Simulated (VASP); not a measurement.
Runs of VASP 6.6.1 on Ag. The structure is that of space group P6_3/mmc (No. 194), or close to it. The cells are those of the table. This isn't the form of Ag at room conditions, which is fcc.

```tsv
task	cell	k mesh	cutoff (eV)	gap on the mesh (eV)	pressure (GPa)
single point	a = 2.867, b = 2.867, c = 4.691 Å, angles 90.0, 90.0, 120.0°, 2 atoms	24 × 24 × 12	520	none	-0.4
single point	a = 2.810, b = 2.810, c = 4.747 Å, angles 90.0, 90.0, 120.0°, 2 atoms	24 × 24 × 12	520	none	(a)
relaxation of cell and atoms	relaxed from a = 2.922, b = 2.922, c = 4.702 Å, angles 90.0, 90.0, 120.0°, 2 atoms	18 × 18 × 10	600	none	0.0
single point	a = 2.810, b = 2.810, c = 4.772 Å, angles 90.0, 90.0, 120.0°, 2 atoms	24 × 24 × 12	520	none	2.8
single point	a = 2.781, b = 2.781, c = 4.813 Å, angles 90.0, 90.0, 120.0°, 2 atoms	24 × 24 × 12	520	none	4.8
```

Alike in all rows: level PBEsol; potentials or basis VASP PAW PBE potentials, release 64 (Ag); no spin polarisation; smearing gaussian 0.1 eV.

Problem. Estimate the missing entries.

Solution. (a) 3.4.

Caveats: the PAW data sets were made with another functional, which shifts forces and pressure a little; the cell stands under pressure (at least some runs); the stress differs along the axes, from -0 to 7 GPa (at least some runs).

A k mesh can miss the band edges, and the runs leave out spin-orbit coupling on Ag.

A gap of «none» marks levels without a gap at the run's occupations.
